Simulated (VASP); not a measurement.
# W8C9F2 in VASP: notebook, part 2 of 2

VASP 6.6.1.

**3. Single point, PBEsol**

INCAR

```
SYSTEM = W8C9F2
PREC = Accurate
ENCUT = 520
EDIFF = 1E-6
ISMEAR = -1
SIGMA = 0.1
LREAL = Auto
LASPH = .True.
NELM = 80
ALGO = Normal
ISIF = 2
LWAVE = .False.
LCHARG = .False.
GGA = PS
NBANDS = 96
```

KPOINTS

```
Automatic mesh
0
Gamma
  3 3 1
  0 0 0
```

POSCAR

```
W8C9F2
1.0
    5.8102400000      0.0000000000      0.0000000000
    0.0000000000      5.6737800000      0.0000000000
    0.0000000000      0.0000000000     19.1931800000
W C F
8 9 2
Direct
    0.0000000000      0.0000000000      0.0521018403
    0.2604023242     -0.0068913493      0.1829243513
    0.0000000000      0.5000017625      0.0521018403
    0.2441895688      0.5029451265      0.1830702364
    0.4999965578      0.0000000000      0.0521018403
    0.7708115327      0.0000176249      0.1876812493
    0.4999965578      0.5000017625      0.0521018403
    0.7223453764      0.4851086930      0.1851803609
    0.0167635072      0.2452862113      0.1495948040
    0.2681989040      0.2558787969      0.2662143532
   -0.0152489398      0.7644286525      0.1349958683
    0.5119754089      0.7814367141      0.2282529524
    0.4909779975      0.2375136153      0.1443429385
    0.8496206697      0.2696967454      0.2537411726
    0.7366649226      0.7558276845      0.0890212044
    0.9590997962      0.7486719612      0.2267263684
    0.8634066751      0.0780079594      0.3009767011
    1.4119726552      0.2930145335      0.3145283898
    1.0114384260      0.0137121989      0.3441639166
```

Potentials or basis: VASP PAW PBE potentials, release 64 (W_sv, C, F).

The run is started by

```sh
> cat potpaw_PBE.64/W_sv/POTCAR potpaw_PBE.64/C/POTCAR potpaw_PBE.64/F/POTCAR > POTCAR
> mpirun -np 1 vasp_std > vasp.out
```

OUTCAR:

```text
SYSTEM = W8C9F2
   PREC = Accurate
   ENCUT = 520
   EDIFF = 1E-6
   ISMEAR = -1
   LREAL = Auto
   LASPH = .True.
   NELM = 80
   ISIF = 2
   GGA = PS

 ion  position               nearest neighbor table
   1  0.000  0.000  0.052-  11 2.08  15 2.18   9 2.33   3 2.84   3 2.84   5 2.91   5 2.91   6 2.92
                             2 2.93
   2  0.260  0.993  0.183-  13 2.07  12 2.08   9 2.11  10 2.19  11 2.26  16 2.39   4 2.78   6 2.85
                             5 2.87   4 2.89   1 2.93   6 2.97
   3  0.000  0.500  0.052-  11 2.19  15 2.22   9 2.37   1 2.84   1 2.84   4 2.89   7 2.91   7 2.91
                             8 3.02
   4  0.244  0.503  0.183-   9 2.07  10 2.13  13 2.21  11 2.31  16 2.32  12 2.38   8 2.78   2 2.78
                             3 2.89   2 2.89   7 2.92   8 3.03
   5  0.500  0.000  0.052-  15 2.08  13 2.23   7 2.84   7 2.84   2 2.87   1 2.91   1 2.91   6 3.04

   6  0.771  0.000  0.188-  16 1.95  14 2.04  11 2.09  12 2.10   9 2.12  13 2.27  17 2.28  15 2.35
                             8 2.77   2 2.85   1 2.92   8 2.94   2 2.97   5 3.04
   7  0.500  0.500  0.052-  15 2.12  13 2.31   5 2.84   5 2.84   8 2.86   3 2.91   3 2.91   4 2.92

   8  0.722  0.485  0.185-  14 1.94  13 2.10  16 2.18  12 2.24   9 2.29  11 2.40  15 2.40   6 2.77
                             4 2.78   7 2.86   6 2.94   3 3.02   4 3.03
   9  0.017  0.245  0.150-   4 2.07   2 2.11   6 2.12   8 2.29   1 2.33   3 2.37
  10  0.268  0.256  0.266-  18 1.27   4 2.13   2 2.19
  11  0.985  0.764  0.135-  15 1.69  16 1.77   1 2.08   6 2.09   3 2.19   2 2.26   4 2.31   8 2.40

  12  0.512  0.781  0.228-   2 2.08   6 2.10   8 2.24   4 2.38
  13  0.491  0.238  0.144-   2 2.07   8 2.10   4 2.21   5 2.23   6 2.27   7 2.31
  14  0.850  0.270  0.254-  17 1.42   8 1.94   6 2.04
  15  0.737  0.756  0.089-  11 1.69   5 2.08   7 2.12   1 2.18   3 2.22   6 2.35   8 2.40
  16  0.959  0.749  0.227-  11 1.77   6 1.95   8 2.18   4 2.32   2 2.39
  17  0.863  0.078  0.301-  19 1.25  14 1.42   6 2.28
  18  0.412  0.293  0.315-  10 1.27
  19  0.011  0.014  0.344-  17 1.25

  LATTYP: Found a simple orthorhombic cell.
 ALAT       =     5.6737800000
 B/A-ratio  =     1.0240509854
 C/A-ratio  =     3.3827853741

  Lattice vectors:

 A1 = (   0.0000000000,  -5.6737800000,   0.0000000000)
[... 171 lines left out ...]
   IVDW    =     0    specifies the selected vdW correction
   LEPSILON=     F    determine dielectric tensor
   LRPA    =     F    only Hartree local field effects (RPA)
 non-spin polarized calculation
  energy-cutoff  :      520.00
  volume of cell :      632.72
 maximum number of plane-waves:     17084
 NGX is ok and might be reduce to    48
   NGX = 21   NGY = 21   NGZ = 71

 number of electron     161.9999995 magnetization

 Free energy of the ion-electron system (eV)
  ---------------------------------------------------
  ext. energy  EPLUGINS =         0.00000000
  ---------------------------------------------------
  free energy    TOTEN  =      -179.84643755 eV

  energy without entropy =     -179.44228855  energy(sigma->0) =     -179.64436305

 E-fermi :  -0.1758     XC(G=0):  -5.2036

 val. band max:       -0.1918451811   @ k =   0.0000   0.0000   0.0000
 cond. band min:      -0.1487658087   @ k =   0.0000   0.3333   0.0000
 fundamental gap:      0.0430793724
 Fermi energy:        -0.1757708807

 k-point     1 :       0.0000    0.0000    0.0000
  band No.  band energies     occupation
      1     -74.6271      2.00000
      2     -74.5348      2.00000
      3     -74.5159      2.00000
      4     -74.4896      2.00000
      5     -74.4477      2.00000
      6     -74.3798      2.00000
[... 469 lines left out ...]
     92       1.4377      0.00000
     93       1.6257      0.00000
 [bands above 93 left out]

------------------------ aborting loop because EDIFF is reached ----------------------------------------

  FORCE on cell =-STRESS in cart. coord.  units (eV):
  Direction    XX          YY          ZZ          XY          YZ          ZX
  --------------------------------------------------------------------------------------
  -------------------------------------------------------------------------------------
  Total       -3.6298755     -3.4116413     -7.6444106      0.2100564     -0.2376941      0.9773686
  in kB       -9.1915513     -8.6389398    -19.3571353      0.5319037     -0.6018877      2.4748875
  external PRESSURE =     -12.3958755 kB  Pullay stress =       0.0000000 kB

 VOLUME and BASIS-vectors are now :
 -----------------------------------------------------------------------------
  energy-cutoff  :      520.00
  volume of cell :      632.72
      direct lattice vectors                 reciprocal lattice vectors
     5.810240000  0.000000000  0.000000000     0.172109930  0.000000000  0.000000000
     0.000000000  5.673780000  0.000000000     0.000000000  0.176249343  0.000000000
     0.000000000  0.000000000 19.193180000     0.000000000  0.000000000  0.052101840

 POSITION                                       TOTAL-FORCE (eV/Angst)
 -----------------------------------------------------------------------------------
      0.00000      0.00000      1.00000         1.071744      1.530396      1.422486
      1.51300      5.63468      3.51090         1.198972     -0.989507      1.451130
      0.00000      2.83690      1.00000         0.435017     -1.010918      2.129297
      1.41880      2.85360      3.51370         0.502870      1.470771      1.465657
      2.90510      0.00000      1.00000        -0.735562      1.320488      1.361792
      4.47860      0.00010      3.60220        -3.252425     -0.186528     -0.486700
[... 11 lines left out ...]
      2.39366      1.66250      6.03680         0.965746     -0.040225      2.878084
      0.06646      0.07780      6.60560         1.693468     -1.515268      2.686522
 -----------------------------------------------------------------------------------
    total drift:                                0.005564     -0.010588      0.019138

  FREE ENERGIE OF THE ION-ELECTRON SYSTEM (eV)
  ---------------------------------------------------
  free  energy   TOTEN  =      -179.8464375507 eV

  energy  without entropy=     -179.4422885472  energy(sigma->0) =     -179.64436305
```

stdout:

```text
POSCAR found type information on POSCAR W C F
 POSCAR found :  3 types and      19 ions
 scaLAPACK will be used
 -----------------------------------------------------------------------------
|                                                                             |
|                                                                             |
|     You enforced a specific xc type in the INCAR file but a different       |
|     I HOPE YOU KNOW WHAT YOU ARE DOING!                                     |
|                                                                             |
 -----------------------------------------------------------------------------

 LDA part: xc-table for (Slater+PW92), standard interpolation
 POSCAR, INCAR and KPOINTS ok, starting setup
 FFT: planning ... GRIDC
 FFT: planning ... GRID_SOFT
 FFT: planning ... GRID
 WAVECAR not read
 entering main loop
```

Run time: 16 min. Hardware: 1 thread of Oxide Virtual Turin-like, shared host; peak memory 0.66 GiB.

Results:

- Free energy: -179.8464 eV
- Largest force: 7.333 eV/Å
- Band gap on the k mesh: zero (bands 81 and 82 overlap by 0.08 eV)

Forces in eV/Å, atoms in the order of the input:
```
W    1.072  1.530  1.422
W    1.199 -0.990  1.451
W    0.435 -1.011  2.129
W    0.503  1.471  1.466
W   -0.736  1.320  1.362
W   -3.252 -0.187 -0.487
W   -0.573 -1.493  1.651
W    0.429  3.490 -1.110
C   -1.380  0.636 -3.552
C   -1.177 -0.060 -4.376
C    1.242 -1.664  0.184
C   -2.032 -2.198 -1.684
C    0.493  0.585 -2.526
C    0.392 -2.064  6.404
C   -0.405 -0.505 -1.326
C    3.837 -1.685 -1.350
C   -2.707  4.378 -5.224
F    0.966 -0.040  2.878
F    1.693 -1.515  2.687
```

Caveat: the k points lie up to 0.37 Å⁻¹ apart; there is no dipole correction, which matters where the two faces differ; the PAW data sets were made with another functional, which shifts forces and pressure a little; spin-orbit coupling is left out, which moves the levels of the heavy elements.

The gap in the log of VASP goes by the Fermi energy; the results here count the filled bands.